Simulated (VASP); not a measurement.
# CrRe (Fd-3m) in VASP: a series of runs

CrRe is run at these levels: PBE; tasks: single point, relaxation of cell and atoms.

All numbers are computed with VASP 6.6.1; they aren't measurements. Logs are shortened: lines on timing, memory, paths and dates and some standing lists are left out, and cuts for length are marked.

**1. The cell of the first run**

It takes space group Fd-3m (No. 227, cubic). The conventional cell has a = 5.998 Å, b = 5.998 Å, c = 5.998 Å, α = 90.00°, β = 90.00°, γ = 90.00°. Within 3.4 Å of Cr (site symmetry -43m) lie 4 Cr at 2.60 Å and 10 Re at 2.60 to 3.00 Å. Within 3.4 Å of Re (site symmetry -43m) lie 10 Cr at 2.60 to 3.00 Å and 4 Re at 2.60 Å.

**2. Single point, PBE**

The input, INCAR:

```
PREC = Accurate
ENCUT = 520
EDIFF = 1E-6
ISMEAR = 0
SIGMA = 0.1
LREAL = F
LASPH = T
NELM = 60
ALGO = Fast
ISIF = 2
LWAVE = F
LCHARG = F
GGA = PE
NBANDS = 27
```

The input, KPOINTS:

```
Automatic mesh
0
Gamma
  6 6 6
```

The input, POSCAR:

```
CrRe
1.0
    0.0000000000      2.9990421543      2.9990421543
    2.9990421543      0.0000000000      2.9990421543
    2.9990421543      2.9990421543      0.0000000000
Cr Re
2 2
Direct
    0.5000000000      0.5000000000      0.5000000000
    0.7500000000      0.7500000000      0.7500000000
    0.0000000000      0.0000000000      0.0000000000
    0.2500000000      0.2500000000      0.2500000000
```

Potentials or basis: VASP PAW PBE potentials, release 64 (Cr_pv, Re).

On the command line:

```sh
$ cat potpaw_PBE.64/Cr_pv/POTCAR potpaw_PBE.64/Re/POTCAR > POTCAR
$ mpirun -np 1 vasp_std > vasp.out
```

OUTCAR:

```text
PREC = Accurate
   ENCUT = 520
   EDIFF = 1E-6
   ISMEAR = 0
   LREAL = F
   LASPH = T
   NELM = 60
   ISIF = 2
   GGA = PE

 ion  position               nearest neighbor table
   1  0.500  0.500  0.500-   2 2.60   4 2.60   4 2.60   4 2.60   4 2.60   2 2.60   2 2.60   2 2.60
                             3 3.00   3 3.00   3 3.00   3 3.00   3 3.00   3 3.00
   2  0.750  0.750  0.750-   1 2.60   3 2.60   1 2.60   1 2.60   1 2.60   3 2.60   3 2.60   3 2.60
                             4 3.00   4 3.00   4 3.00   4 3.00   4 3.00   4 3.00
   3  0.000  0.000  0.000-   2 2.60   4 2.60   2 2.60   2 2.60   2 2.60   4 2.60   4 2.60   4 2.60
                             1 3.00   1 3.00   1 3.00   1 3.00   1 3.00   1 3.00
   4  0.250  0.250  0.250-   1 2.60   3 2.60   3 2.60   3 2.60   3 2.60   1 2.60   1 2.60   1 2.60
                             2 3.00   2 3.00   2 3.00   2 3.00   2 3.00   2 3.00

  LATTYP: Found a face centered cubic cell.
 ALAT       =     5.9980843086

  Lattice vectors:

 A1 = (   0.0000000000,   2.9990421543,   2.9990421543)
 A2 = (   2.9990421543,   0.0000000000,   2.9990421543)
 A3 = (   2.9990421543,   2.9990421543,   0.0000000000)

Analysis of symmetry for initial positions (statically):
=====================================================================
 Subroutine PRICEL returns:
 Original cell was already a primitive cell.

 Routine SETGRP: Setting up the symmetry group for a
 face centered cubic supercell.

 Subroutine GETGRP returns: Found 48 space group operations
 (whereof 24 operations were pure point group operations)
 out of a pool of 48 trial point group operations.

The static configuration has the point symmetry T_d .
 The point group associated with its full space group is O_h .

Analysis of symmetry for dynamics (positions and initial velocities):
=====================================================================
 Subroutine PRICEL returns:
 Original cell was already a primitive cell.

 Routine SETGRP: Setting up the symmetry group for a
 face centered cubic supercell.

 Subroutine GETGRP returns: Found 48 space group operations
 (whereof 24 operations were pure point group operations)
 out of a pool of 48 trial point group operations.

The dynamic configuration has the point symmetry T_d .
 The point group associated with its full space group is O_h .

 Subroutine INISYM returns: Found 48 space group operations
 (whereof 24 operations are pure point group operations),
 and found     1 'primitive' translations

----------------------------------------------------------------------------------------

                                     Primitive cell

  volume of cell :      53.9483

  direct lattice vectors                    reciprocal lattice vectors
     0.000000000  2.999042154  2.999042154    -0.166719897  0.166719897  0.166719897
     2.999042154  0.000000000  2.999042154     0.166719897 -0.166719897  0.166719897
     2.999042154  2.999042154  0.000000000     0.166719897  0.166719897 -0.166719897

  length of vectors
     4.241286089  4.241286089  4.241286089     0.288767333  0.288767333  0.288767333

  position of ions in fractional coordinates (direct lattice)
     0.500000000  0.500000000  0.500000000
     0.750000000  0.750000000  0.750000000
     0.000000000  0.000000000  0.000000000
     0.250000000  0.250000000  0.250000000

  ion indices of the primitive-cell ions
   primitive index   ion index
                 1           1
                 2           2
                 3           3
                 4           4

----------------------------------------------------------------------------------------

 KPOINTS: Automatic mesh

Automatic generation of k-mesh.
 Grid dimensions read from file:
 generate k-points for:    6    6    6

 Generating k-lattice:

  Cartesian coordinates                     Fractional coordinates (reciprocal lattice)
    -0.027786650  0.027786650  0.027786650     0.166666667  0.000000000  0.000000000
     0.027786650 -0.027786650  0.027786650     0.000000000  0.166666667  0.000000000
     0.027786650  0.027786650 -0.027786650     0.000000000  0.000000000  0.166666667

  Length of vectors
     0.048127889  0.048127889  0.048127889

  Shift w.r.t. Gamma in fractional coordinates (k-lattice)
     0.000000000  0.000000000  0.000000000

 Subroutine IBZKPT returns following result:
 ===========================================

 Found     16 irreducible k-points:

 Following reciprocal coordinates:
            Coordinates               Weight
  0.000000  0.000000  0.000000      1.000000
  0.166667  0.000000  0.000000      8.000000
  0.333333  0.000000  0.000000      8.000000
  0.500000  0.000000  0.000000      4.000000
  0.166667  0.166667  0.000000      6.000000
  0.333333  0.166667  0.000000     24.000000
[... 8 lines left out ...]
 -0.333333  0.333333  0.166667     24.000000
 -0.333333  0.500000  0.166667     12.000000
   k-points           NKPTS =     16   k-points in BZ     NKDIM =     16   number of bands    NBANDS=     27
   number of dos      NEDOS =    301   number of ions     NIONS =      4
   total plane-waves  NPLWV =  32768
   dimension x,y,z NGX =    32 NGY =   32 NGZ =   32
   dimension x,y,z NGXF=    64 NGYF=   64 NGZF=   64
   ions per type =               2   2
   NGX,Y,Z   is equivalent  to a cutoff of  12.54, 12.54, 12.54 a.u.
   NGXF,Y,Z  is equivalent  to a cutoff of  25.09, 25.09, 25.09 a.u.
 SYSTEM =  unknown system
   PREC   = accura    normal or accurate (medium, high low for compatibility)
   ISTART =      0    job   : 0-new  1-cont  2-samecut
   ICHARG =      2    charge: 1-file 2-atom 10-const
   ISPIN  =      1    spin polarized calculation?
   LNONCOLLINEAR =      F non collinear calculations
   LSORBIT =      F    spin-orbit coupling
   LASPH  =      T    aspherical Exc in radial PAW
   ENCUT  =  520.0 eV  38.22 Ry    6.18 a.u.   7.89  7.89  7.89*2*pi/ulx,y,z
   NELM   =     60;   NELMIN=  2; NELMDL= -5     # of ELM steps
   EDIFF  = 0.1E-05   stopping-criterion for ELM
   LREAL  =      F    real-space projection
   EDIFFG = 0.1E-04   stopping-criterion for IOM
   NSW    =      0    number of steps for IOM
   IBRION =     -1    ionic relax: 0-MD 1-quasi-New 2-CG
   NFREE  =      0    steps in history (QN), initial steepest desc. (CG)
   ISIF   =      2    stress and relaxation
   ISYM   =      2    0-nonsym 1-usesym 2-fastsym
   POTIM  = 0.5000    time-step for ionic-motion
   TEBEG  =    0.0;   TEEND  =   0.0 temperature during run
   PSTRESS=    0.0 pullay stress
   NELECT =      38.0000    total number of electrons
   NUPDOWN=      -1.0000    fix difference up-down
   EMIN   =  10.00;   EMAX   =-10.00  energy-range for DOS
   EFERMI =   0.00;   METHOD = LEGACY
   ISMEAR =     0;   SIGMA  =   0.10  broadening in eV -4-tet -1-fermi 0-gaus
   EFERMI_NEDOS =   21; number of points for ismear=-14 and -15
   IALGO  =     68    algorithm
   IMIX   =      4    mixing-type and parameters
     AMIX     =   0.40;   BMIX     =  1.00
     AMIX_MAG =   1.60;   BMIX_MAG =  1.00
  volume/ion in A,a.u.               =      13.49        91.02
  Fermi-wavevector in a.u.,A,eV,Ry     =   1.456611  2.752595 28.867677  2.121714
  Thomas-Fermi vector in A             =   2.573509
   LORBIT       =      0    0 simple, 1 ext, 2 COOP (PROOUT), +10 PAW based schemes
   GGA     = PE    functional components
   LHFCALC =     F    Hartree Fock is set to
   AEXX    =    0.0000 exact exchange contribution
   IVDW    =     0    specifies the selected vdW correction
   LEPSILON=     F    determine dielectric tensor
   LRPA    =     F    only Hartree local field effects (RPA)
 non-spin polarized calculation
 RMM-DIIS sequential band-by-band and
 Gauss-broadening in eV      SIGMA  =   0.10
  energy-cutoff  :      520.00
  volume of cell :       53.95
 maximum number of plane-waves:      1464
   NGX = 15   NGY = 15   NGZ = 15

 number of electron      38.0000002 magnetization

 Free energy of the ion-electron system (eV)
  ---------------------------------------------------
  ext. energy  EPLUGINS =         0.00000000
  ---------------------------------------------------
  free energy    TOTEN  =       -43.60472463 eV

  energy without entropy =      -43.57776776  energy(sigma->0) =      -43.59124619

 E-fermi :   9.4326     XC(G=0): -13.5460

 val. band max:        9.4230133549   @ k =   0.3333   0.1667   0.0000
 cond. band min:       9.4807871311   @ k =  -0.3333   0.3333   0.1667
 fundamental gap:      0.0577737762
 Fermi energy:         9.4326282050

 k-point     1 :       0.0000    0.0000    0.0000
  band No.  band energies     occupation
      1     -34.0210      2.00000
      2     -34.0210      2.00000
      3     -34.0210      2.00000
      4     -33.8203      2.00000
      5     -33.8203      2.00000
      6     -33.8203      2.00000
[... 19 lines left out ...]
     26      11.9490      0.00000
     27      11.9490      0.00000

 k-point     2 :       0.1667    0.0000    0.0000
  band No.  band energies     occupation
      1     -34.0264      2.00000
      2     -34.0264      2.00000
      3     -34.0188      2.00000
      4     -33.8234      2.00000
      5     -33.8146      2.00000
      6     -33.8146      2.00000
[... 19 lines left out ...]
     26      11.8427      0.00000
     27      11.8427      0.00000

 k-point     3 :       0.3333    0.0000    0.0000
  band No.  band energies     occupation
      1     -34.0366      2.00000
      2     -34.0366      2.00000
      3     -34.0167      2.00000
      4     -33.8276      2.00000
      5     -33.8040      2.00000
      6     -33.8040      2.00000
[... 354 lines left out ...]
      1     -34.0654      2.00000
      2     -34.0536      2.00000
      3     -33.9571      2.00000
      4     -33.8833      2.00000
      5     -33.7866      2.00000
      6     -33.7783      2.00000
[... 19 lines left out ...]
     26      11.5541      0.00000
     27      11.9660      0.00000

 k-point    16 :      -0.3333    0.5000    0.1667
  band No.  band energies     occupation
      1     -34.0621      2.00000
      2     -34.0621      2.00000
      3     -33.9210      2.00000
      4     -33.9210      2.00000
      5     -33.7787      2.00000
      6     -33.7787      2.00000
[... 19 lines left out ...]
     26      11.6349      0.00000
     27      12.0123      0.00000

------------------------ aborting loop because EDIFF is reached ----------------------------------------

  FORCE on cell =-STRESS in cart. coord.  units (eV):
  Direction    XX          YY          ZZ          XY          YZ          ZX
  --------------------------------------------------------------------------------------
  -------------------------------------------------------------------------------------
  Total       -0.1645560     -0.1645560     -0.1645560      0.0000000      0.0000000     -0.0000000
  in kB       -4.8870476     -4.8870476     -4.8870476      0.0000000      0.0000000     -0.0000000
  external PRESSURE =      -4.8870476 kB  Pullay stress =       0.0000000 kB

 VOLUME and BASIS-vectors are now :
 -----------------------------------------------------------------------------
  energy-cutoff  :      520.00
  volume of cell :       53.95
      direct lattice vectors                 reciprocal lattice vectors
     0.000000000  2.999042154  2.999042154    -0.166719897  0.166719897  0.166719897
     2.999042154  0.000000000  2.999042154     0.166719897 -0.166719897  0.166719897
     2.999042154  2.999042154  0.000000000     0.166719897  0.166719897 -0.166719897

 POSITION                                       TOTAL-FORCE (eV/Angst)
 -----------------------------------------------------------------------------------
      2.99904      2.99904      2.99904         0.000000      0.000000      0.000000
      4.49856      4.49856      4.49856        -0.000000     -0.000000     -0.000000
      0.00000      0.00000      0.00000         0.000000      0.000000      0.000000
      1.49952      1.49952      1.49952        -0.000000     -0.000000     -0.000000
 -----------------------------------------------------------------------------------
    total drift:                                0.000000     -0.000000      0.000000

  FREE ENERGIE OF THE ION-ELECTRON SYSTEM (eV)
  ---------------------------------------------------
  free  energy   TOTEN  =       -43.6047246263 eV

  energy  without entropy=      -43.5777677563  energy(sigma->0) =      -43.59124619
```

Run time: 1.8 min. Hardware: 1 thread of Intel Xeon 8259CL, shared host; peak memory 0.18 GiB.

Results:

```
Free energy            : -43.6047 eV
Pressure               : -0.5 GPa
Band gap on the k mesh : zero (bands 19 and 20 overlap by 1.03 eV)
```

Caveat: spin-orbit coupling is left out, which moves the levels of the heavy elements; the run has no spin polarisation, though such a crystal can be magnetic. Spin polarisation is off, so any magnetic state and its effect on volume and gap are missing.

**3. Relaxation of cell and atoms, PBE**

This run uses another cell than the first one, of 14.02 Å³/atom.

The input, INCAR:

```
SYSTEM = CrRe
  ALGO = Normal
  EDIFF = 1E-6
  EDIFFG = -0.04
  ENCUT = 600
  GGA = PE
  IBRION = 2
  ISIF = 3
  ISMEAR = 0
  LASPH = .TRUE.
  LCHARG = .FALSE.
  LREAL = .FALSE.
  LWAVE = .FALSE.
  NELM = 60
  NSW = 90
  PREC = Accurate
  SIGMA = 0.1
```

The input, KPOINTS:

```
k-points
0
G
  6 6 6
  0 0 0
```

The input, POSCAR:

```
CrRe
1.0
    0.0000000000      3.0378929195      3.0378929195
    3.0378929195      0.0000000000      3.0378929195
    3.0378929195      3.0378929195      0.0000000000
Cr Re
2 2
Direct
    0.5000000000      0.5000000000      0.5000000000
    0.7500000000      0.7500000000      0.7500000000
    0.0000000000      0.0000000000      0.0000000000
    0.2500000000      0.2500000000      0.2500000000
```

Potentials or basis: VASP PAW PBE potentials, release 64 (Cr_pv, Re).

On the command line:

```sh
$ cat potpaw_PBE.64/Cr_pv/POTCAR potpaw_PBE.64/Re/POTCAR > POTCAR
$ mpirun -np 1 vasp_std > vasp.out
```

It took 5.2 min on 1 thread of Intel Xeon 8259CL, shared host; peak memory 0.22 GiB.

It converged, with:

| Item | Value |
| --- | --- |
| Free energy | -43.6072 eV |
| Relaxed volume | 13.47 Å³/atom |
| Relaxed cell | a = 4.239 Å, b = 4.239 Å, c = 4.239 Å, α = 60.00°, β = 60.00°, γ = 60.00° |
| Space group after relaxing (to 0.1 Å) | Fd-3m (No. 227) |
| Energy gained by relaxing | 20.6 meV/atom |
| Ionic steps | 4 |
| Pressure after relaxing | 0.0 GPa |
| Band gap on the k mesh | zero (bands 19 and 20 overlap by 1.03 eV) |

The path:
| step | energy change (eV) | largest force (eV/Å) | pressure (GPa) | volume (Å³) |
| --- | --- | --- | --- | --- |
| 1 | 0.0000 | 0.0000 | -11.46 | 56.07 |
| 2 | 0.5867 | 0.0000 | 42.70 | 48.32 |
| 3 | -0.0821 | 0.0000 | -0.55 | 53.95 |
| 4 | -0.0822 | 0.0000 | -0.01 | 53.86 |

Final structure:
```yaml
crystal:
  lattice:
    - [0.00000, 2.99746, 2.99746]
    - [2.99746, 0.00000, 2.99746]
    - [2.99746, 2.99746, 0.00000]
  atoms:
    - { symbol: Cr, position: [0.50000, 0.50000, 0.50000] }
    - { symbol: Cr, position: [0.75000, 0.75000, 0.75000] }
    - { symbol: Re, position: [0.00000, 0.00000, 0.00000] }
    - { symbol: Re, position: [0.25000, 0.25000, 0.25000] }
```

Levels at points of the mesh, in eV from the Fermi level:
```tsv
k point	band 15	band 16	band 17	band 18	band 19	band 20	band 21	band 22
(0.00, 0.00, 0.00)	-3.22	-1.42	-1.42	-1.42	0.69	0.69	1.38	1.38
(0.50, 0.00, 0.00)	-2.91	-2.52	-2.35	-2.35	0.65	0.65	0.99	0.99
(0.50, 0.50, 0.00)	-1.04	-1.04	-0.96	-0.96	0.26	0.26	0.48	0.48
```

Caveat: spin-orbit coupling is left out, which moves the levels of the heavy elements; the run has no spin polarisation, though such a crystal can be magnetic. Spin polarisation is off, so any magnetic state and its effect on volume and gap are missing.
